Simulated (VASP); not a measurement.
# InP (F-43m) in VASP: further runs

The runs below take InP through single point, with PBE.

Everything below comes from runs of VASP 6.6.1. Logs are shortened: lines on timing, memory, paths and dates and some standing lists are left out, and cuts for length are marked.

**1. The cell of the first run**

The structure is cubic, space group F-43m (No. 216). Conventional cell: a = 5.906 Å, b = 5.906 Å, c = 5.906 Å, α = 90.00°, β = 90.00°, γ = 90.00°. Within 3.4 Å of In (site symmetry -43m) lie 4 P at 2.56 Å. P (site symmetry -43m) has 4 In at 2.56 Å within 3.4 Å.

**2. Single point, PBE (Al replaced by In, lengths x 1.055, strained)**

File INCAR:

```
SYSTEM = InP
  PREC = Accurate
  ENCUT = 520
  EDIFF = 1E-7
  ISMEAR = 0
  SIGMA = 0.02
  LREAL = .FALSE.
  LASPH = .TRUE.
  NELM = 100
  ALGO = Normal
  ISIF = 2
  LWAVE = .FALSE.
  LCHARG = .TRUE.
  GGA = PE
  LELF = .TRUE.
  LVHAR = .TRUE.
  NBANDS = 16
```

File KPOINTS:

```
regular mesh
0
G
  10 10 10
  0 0 0
```

File POSCAR:

```
InP
1.0
    0.0000000000      2.9529408950      2.9529408950
    2.9529408950      0.0000000000      2.9529408950
    2.9529408950      2.9529408950      0.0000000000
In P
1 1
Direct
    0.0000000000      0.0000000000      0.0000000000
    0.7500000000      0.7500000000      0.7500000000
```

Potentials or basis: VASP PAW PBE potentials, release 64 (In_d, P).

On the command line:

```console
> cat potpaw_PBE.64/In_d/POTCAR potpaw_PBE.64/P/POTCAR > POTCAR
> mpirun -np 1 vasp_std > vasp.out
```

OUTCAR:

```text
SYSTEM = InP
   PREC = Accurate
   ENCUT = 520
   EDIFF = 1E-7
   ISMEAR = 0
   LREAL = .FALSE.
   LASPH = .TRUE.
   NELM = 100
   ISIF = 2
   GGA = PE

 ion  position               nearest neighbor table
   1  0.000  0.000  0.000-   2 2.56   2 2.56   2 2.56   2 2.56
   2  0.750  0.750  0.750-   1 2.56   1 2.56   1 2.56   1 2.56

  LATTYP: Found a face centered cubic cell.
 ALAT       =     5.9058817900

  Lattice vectors:

 A1 = (   0.0000000000,   2.9529408950,   2.9529408950)
 A2 = (   2.9529408950,   0.0000000000,   2.9529408950)
 A3 = (   2.9529408950,   2.9529408950,   0.0000000000)

Analysis of symmetry for initial positions (statically):
=====================================================================
 Subroutine PRICEL returns:
 Original cell was already a primitive cell.

 Routine SETGRP: Setting up the symmetry group for a
 face centered cubic supercell.

 Subroutine GETGRP returns: Found 24 space group operations
 (whereof 24 operations were pure point group operations)
 out of a pool of 48 trial point group operations.

The static configuration has the point symmetry T_d .

Analysis of symmetry for dynamics (positions and initial velocities):
=====================================================================
 Subroutine PRICEL returns:
 Original cell was already a primitive cell.

 Routine SETGRP: Setting up the symmetry group for a
 face centered cubic supercell.

 Subroutine GETGRP returns: Found 24 space group operations
 (whereof 24 operations were pure point group operations)
 out of a pool of 48 trial point group operations.

The dynamic configuration has the point symmetry T_d .

 Subroutine INISYM returns: Found 24 space group operations
 (whereof 24 operations are pure point group operations),
 and found     1 'primitive' translations

----------------------------------------------------------------------------------------

                                     Primitive cell

  volume of cell :      51.4985

  direct lattice vectors                    reciprocal lattice vectors
     0.000000000  2.952940895  2.952940895    -0.169322725  0.169322725  0.169322725
     2.952940895  0.000000000  2.952940895     0.169322725 -0.169322725  0.169322725
     2.952940895  2.952940895  0.000000000     0.169322725  0.169322725 -0.169322725

  length of vectors
     4.176089063  4.176089063  4.176089063     0.293275563  0.293275563  0.293275563

  position of ions in fractional coordinates (direct lattice)
     0.000000000  0.000000000  0.000000000
     0.750000000  0.750000000  0.750000000

[... 77 lines left out ...]
   LREAL  =      F    real-space projection
   EDIFFG = 0.1E-05   stopping-criterion for IOM
   NSW    =      0    number of steps for IOM
   IBRION =     -1    ionic relax: 0-MD 1-quasi-New 2-CG
   NFREE  =      0    steps in history (QN), initial steepest desc. (CG)
   ISIF   =      2    stress and relaxation
   ISYM   =      2    0-nonsym 1-usesym 2-fastsym
   POTIM  = 0.5000    time-step for ionic-motion
   TEBEG  =    0.0;   TEEND  =   0.0 temperature during run
   PSTRESS=    0.0 pullay stress
   NELECT =      18.0000    total number of electrons
   NUPDOWN=      -1.0000    fix difference up-down
   EMIN   =  10.00;   EMAX   =-10.00  energy-range for DOS
   EFERMI =   0.00;   METHOD = LEGACY
   ISMEAR =     0;   SIGMA  =   0.02  broadening in eV -4-tet -1-fermi 0-gaus
   EFERMI_NEDOS =   21; number of points for ismear=-14 and -15
   IALGO  =     38    algorithm
   IMIX   =      4    mixing-type and parameters
     AMIX     =   0.40;   BMIX     =  1.00
     AMIX_MAG =   1.60;   BMIX_MAG =  1.00
  volume/ion in A,a.u.               =      25.75       173.76
  Fermi-wavevector in a.u.,A,eV,Ry     =   1.153190  2.179213 18.093673  1.329847
  Thomas-Fermi vector in A             =   2.289836
   LORBIT       =      0    0 simple, 1 ext, 2 COOP (PROOUT), +10 PAW based schemes
   GGA     = PE    functional components
   LHFCALC =     F    Hartree Fock is set to
   AEXX    =    0.0000 exact exchange contribution
   IVDW    =     0    specifies the selected vdW correction
   LEPSILON=     F    determine dielectric tensor
   LRPA    =     F    only Hartree local field effects (RPA)
 non-spin polarized calculation
 Gauss-broadening in eV      SIGMA  =   0.02
  energy-cutoff  :      520.00
  volume of cell :       51.50
 maximum number of plane-waves:      1411
   NGX = 15   NGY = 15   NGZ = 15

 number of electron      18.0000009 magnetization

 Free energy of the ion-electron system (eV)
  ---------------------------------------------------
  ext. energy  EPLUGINS =         0.00000000
  ---------------------------------------------------
  free energy    TOTEN  =        -8.40068195 eV

  energy without entropy =       -8.40068195  energy(sigma->0) =       -8.40068195

 E-fermi :   5.0408     XC(G=0):  -9.1819

 val. band max:        4.9408624009   @ k =   0.0000   0.0000   0.0000
 cond. band min:       5.5283391345   @ k =   0.0000   0.0000   0.0000
 fundamental gap:      0.5874767336
 Fermi energy:         5.0407767574

 k-point     1 :       0.0000    0.0000    0.0000
  band No.  band energies     occupation
      1      -9.2001      2.00000
      2      -9.2001      2.00000
      3      -9.2001      2.00000
      4      -9.0592      2.00000
      5      -9.0592      2.00000
      6      -6.4219      2.00000
[... 433 lines left out ...]
      3      -9.1264      2.00000
      4      -9.0910      2.00000
      5      -9.0346      2.00000
      6      -4.8149      2.00000
[... 8 lines left out ...]
     15      15.5145      0.00000
     16      17.5542      0.00000

 [... further k-points ...]

------------------------ aborting loop because EDIFF is reached ----------------------------------------

  FORCE on cell =-STRESS in cart. coord.  units (eV):
  Direction    XX          YY          ZZ          XY          YZ          ZX
  --------------------------------------------------------------------------------------
  -------------------------------------------------------------------------------------
  Total        0.5361481      0.5361481      0.5361481     -0.0000000      0.0000000     -0.0000000
  in kB       16.6801933     16.6801933     16.6801933     -0.0000000      0.0000000     -0.0000000
  external PRESSURE =      16.6801933 kB  Pullay stress =       0.0000000 kB

 VOLUME and BASIS-vectors are now :
 -----------------------------------------------------------------------------
  energy-cutoff  :      520.00
  volume of cell :       51.50
      direct lattice vectors                 reciprocal lattice vectors
     0.000000000  2.952940895  2.952940895    -0.169322725  0.169322725  0.169322725
     2.952940895  0.000000000  2.952940895     0.169322725 -0.169322725  0.169322725
     2.952940895  2.952940895  0.000000000     0.169322725  0.169322725 -0.169322725

 POSITION                                       TOTAL-FORCE (eV/Angst)
 -----------------------------------------------------------------------------------
      0.00000      0.00000      0.00000        -0.000000      0.000000      0.000000
      4.42941      4.42941      4.42941         0.000000     -0.000000     -0.000000
 -----------------------------------------------------------------------------------
    total drift:                                0.000000      0.000000      0.000000

  FREE ENERGIE OF THE ION-ELECTRON SYSTEM (eV)
  ---------------------------------------------------
  free  energy   TOTEN  =        -8.4006819463 eV

  energy  without entropy=       -8.4006819463  energy(sigma->0) =       -8.40068195
```

OSZICAR:

```text
N       E                     dE             d eps       ncg     rms          rms(c)
DAV:   1     0.113378187717E+03    0.11338E+03   -0.83847E+03  1504   0.126E+03
DAV:   2    -0.103310979711E+01   -0.11441E+03   -0.10915E+03  1672   0.296E+02
DAV:   3    -0.860801976721E+01   -0.75749E+01   -0.75414E+01  1976   0.755E+01
DAV:   4    -0.880260651383E+01   -0.19459E+00   -0.19452E+00  1864   0.132E+01
DAV:   5    -0.881229897412E+01   -0.96925E-02   -0.96923E-02  2280   0.254E+00    0.549E+00
DAV:   6    -0.842615327873E+01    0.38615E+00   -0.61922E-01  2416   0.125E+01    0.330E+00
DAV:   7    -0.839934091472E+01    0.26812E-01   -0.15514E-01  2152   0.305E+00    0.124E+00
DAV:   8    -0.839982701020E+01   -0.48610E-03   -0.14843E-02  1864   0.142E+00    0.301E-01
DAV:   9    -0.840045757917E+01   -0.63057E-03   -0.13014E-03  1896   0.390E-01    0.151E-01
DAV:  10    -0.840060505057E+01   -0.14747E-03   -0.23389E-04  2264   0.189E-01    0.985E-02
DAV:  11    -0.840068182463E+01   -0.76774E-04   -0.11693E-04  1800   0.914E-02    0.422E-02
DAV:  12    -0.840068134332E+01    0.48131E-06   -0.75569E-06  1808   0.276E-02    0.119E-02
DAV:  13    -0.840068174096E+01   -0.39763E-06   -0.14500E-06  1912   0.589E-03    0.955E-03
DAV:  14    -0.840068192583E+01   -0.18488E-06   -0.21965E-07  1912   0.467E-03    0.184E-03
DAV:  15    -0.840068194626E+01   -0.20427E-07   -0.10023E-08  1368   0.776E-04
   1 F= -.84006819E+01 E0= -.84006819E+01  d E =-.490649E-15
```

Wall time 54 s (1 thread of AMD EPYC 7R13 (Zen 3), shared host); peak memory 0.16 GiB.

Results:

```
Free energy            : -8.4007 eV
Pressure               : 1.7 GPa
Band gap on the k mesh : 0.59 eV, direct
```

Levels at points of the mesh, in eV from the valence-band top:
```
           k point  band 7  band 8  band 9  band 10  band 11  band 12
(0.00, 0.00, 0.00)    0.00    0.00    0.00     0.59     4.09     4.09
(0.50, 0.00, 0.00)   -5.61   -0.94   -0.94     1.45     4.81     4.81
(0.50, 0.50, 0.00)   -5.65   -2.24   -2.24     1.80     2.27     9.07
```

Caveat: the cell differs from its parent crystal (Al replaced by In, lengths x 1.055, strained); spin-orbit coupling is left out, which moves the levels of the heavy elements.

**3. Single point, PBE (Al replaced by In, lengths x 1.055, strained)**

File INCAR:

```
SYSTEM = InP
PREC     = Accurate       ! precision mode
ENCUT    = 500            ! plane-wave cutoff, eV
EDIFF    = 1E-6           ! SCF threshold, eV
ISMEAR   = 0              ! smearing method
SIGMA    = 0.1            ! smearing width, eV
LREAL    = .FALSE.        ! projectors in reciprocal space
LASPH    = .TRUE.         ! aspherical terms in the spheres
NELM     = 120            ! most SCF steps
ALGO     = Normal         ! electronic algorithm
ISIF     = 2              ! what is computed and relaxed
LWAVE    = .FALSE.        ! write WAVECAR
LCHARG   = .FALSE.        ! write CHGCAR
GGA      = PE             ! functional
NBANDS   = 16             ! bands
GGA_COMPAT= .FALSE.
```

File KPOINTS:

```
Automatic mesh
0
G
  6 6 6
  0 0 0
```

POSCAR is that of step 2.

Potentials or basis: VASP PAW PBE potentials, release 64 (In_d, P).

On the command line:

```console
> cat potpaw_PBE.64/In_d/POTCAR potpaw_PBE.64/P/POTCAR > POTCAR
> mpirun -np 1 vasp_std > vasp.out
```

OUTCAR:

```text
SYSTEM = InP
   PREC = Accurate
   ENCUT = 500
   EDIFF = 1E-6
   ISMEAR = 0
   LREAL = .FALSE.
   LASPH = .TRUE.
   NELM = 120
   ISIF = 2
   GGA = PE

 ion  position               nearest neighbor table
   1  0.000  0.000  0.000-   2 2.56   2 2.56   2 2.56   2 2.56
   2  0.750  0.750  0.750-   1 2.56   1 2.56   1 2.56   1 2.56

  LATTYP: Found a face centered cubic cell.
 ALAT       =     5.9058817900

  Lattice vectors:

 A1 = (   0.0000000000,   2.9529408950,   2.9529408950)
 A2 = (   2.9529408950,   0.0000000000,   2.9529408950)
 A3 = (   2.9529408950,   2.9529408950,   0.0000000000)

Analysis of symmetry for initial positions (statically):
=====================================================================
 Subroutine PRICEL returns:
 Original cell was already a primitive cell.

 Routine SETGRP: Setting up the symmetry group for a
 face centered cubic supercell.

 Subroutine GETGRP returns: Found 24 space group operations
 (whereof 24 operations were pure point group operations)
 out of a pool of 48 trial point group operations.

The static configuration has the point symmetry T_d .

[... 148 lines left out ...]

  energy without entropy =       -8.38825850  energy(sigma->0) =       -8.38825859

 E-fermi :   5.2491     XC(G=0):  -9.1793

 val. band max:        4.9477418492   @ k =   0.0000   0.0000   0.0000
 cond. band min:       5.5326678403   @ k =   0.0000   0.0000   0.0000
 fundamental gap:      0.5849259911
 Fermi energy:         5.2491210016

 k-point     1 :       0.0000    0.0000    0.0000
  band No.  band energies     occupation
      1      -9.2018      2.00000
      2      -9.2018      2.00000
      3      -9.2018      2.00000
      4      -9.0612      2.00000
      5      -9.0612      2.00000
      6      -6.4159      2.00000
[... 281 lines left out ...]
      3      -9.1124      2.00000
      4      -9.0870      2.00000
      5      -9.0409      2.00000
      6      -4.0839      2.00000
[... 8 lines left out ...]
     15      16.1189      0.00000
     16      16.8005      0.00000

------------------------ aborting loop because EDIFF is reached ----------------------------------------

  FORCE on cell =-STRESS in cart. coord.  units (eV):
  Direction    XX          YY          ZZ          XY          YZ          ZX
  --------------------------------------------------------------------------------------
  -------------------------------------------------------------------------------------
  Total        0.5314641      0.5314641      0.5314641      0.0000000      0.0000000     -0.0000000
  in kB       16.5344704     16.5344704     16.5344704      0.0000000      0.0000000     -0.0000000
  external PRESSURE =      16.5344704 kB  Pullay stress =       0.0000000 kB

 VOLUME and BASIS-vectors are now :
 -----------------------------------------------------------------------------
  energy-cutoff  :      500.00
  volume of cell :       51.50
      direct lattice vectors                 reciprocal lattice vectors
     0.000000000  2.952940895  2.952940895    -0.169322725  0.169322725  0.169322725
     2.952940895  0.000000000  2.952940895     0.169322725 -0.169322725  0.169322725
     2.952940895  2.952940895  0.000000000     0.169322725  0.169322725 -0.169322725

 POSITION                                       TOTAL-FORCE (eV/Angst)
 -----------------------------------------------------------------------------------
      0.00000      0.00000      0.00000        -0.000000     -0.000000     -0.000000
      4.42941      4.42941      4.42941         0.000000      0.000000      0.000000
 -----------------------------------------------------------------------------------
    total drift:                               -0.000000     -0.000000      0.000000

  FREE ENERGIE OF THE ION-ELECTRON SYSTEM (eV)
  ---------------------------------------------------
  free  energy   TOTEN  =        -8.3882586764 eV

  energy  without entropy=       -8.3882585032  energy(sigma->0) =       -8.38825859
```

OSZICAR:

```text
N       E                     dE             d eps       ncg     rms          rms(c)
DAV:   1     0.113893055231E+03    0.11389E+03   -0.83720E+03   520   0.122E+03
DAV:   2    -0.115339279874E+01   -0.11505E+03   -0.11008E+03   576   0.303E+02
DAV:   3    -0.859868098496E+01   -0.74453E+01   -0.74124E+01   680   0.755E+01
DAV:   4    -0.879583603985E+01   -0.19716E+00   -0.19711E+00   656   0.133E+01
DAV:   5    -0.880510847839E+01   -0.92724E-02   -0.92722E-02   744   0.238E+00    0.549E+00
DAV:   6    -0.841440285119E+01    0.39071E+00   -0.62327E-01   816   0.126E+01    0.330E+00
DAV:   7    -0.838674878446E+01    0.27654E-01   -0.15426E-01   720   0.306E+00    0.123E+00
DAV:   8    -0.838736436518E+01   -0.61558E-03   -0.15171E-02   624   0.143E+00    0.307E-01
DAV:   9    -0.838803959051E+01   -0.67523E-03   -0.13343E-03   640   0.386E-01    0.153E-01
DAV:  10    -0.838818344676E+01   -0.14386E-03   -0.22750E-04   760   0.190E-01    0.976E-02
DAV:  11    -0.838825915017E+01   -0.75703E-04   -0.11422E-04   568   0.922E-02    0.405E-02
DAV:  12    -0.838825867638E+01    0.47379E-06   -0.73723E-06   656   0.274E-02
   1 F= -.83882587E+01 E0= -.83882586E+01  d E =-.173202E-06
```

stdout:

```text
POSCAR found type information on POSCAR InP
 POSCAR found :  2 types and       2 ions
 scaLAPACK will be used
 LDA part: xc-table for (Slater+PW92), standard interpolation
 POSCAR, INCAR and KPOINTS ok, starting setup
 FFT: planning ... GRIDC
 FFT: planning ... GRID_SOFT
 FFT: planning ... GRID
 WAVECAR not read
 entering main loop
```

Run time: 21 s. Hardware: 1 thread of Intel Xeon 8259CL, shared host; peak memory 0.16 GiB.

Results:

- Free energy: -8.3883 eV
- Pressure: 1.7 GPa
- Band gap on the k mesh: 0.58 eV, direct

Levels at points of the mesh, in eV from the valence-band top:
```
           k point  band 7  band 8  band 9  band 10  band 11  band 12
(0.00, 0.00, 0.00)    0.00    0.00    0.00     0.58     4.09     4.09
(0.50, 0.00, 0.00)   -5.61   -0.94   -0.94     1.44     4.80     4.80
(0.50, 0.50, 0.00)   -5.65   -2.24   -2.24     1.80     2.27     9.07
```

Caveat: the cell differs from its parent crystal (Al replaced by In, lengths x 1.055, strained); spin-orbit coupling is left out, which moves the levels of the heavy elements.
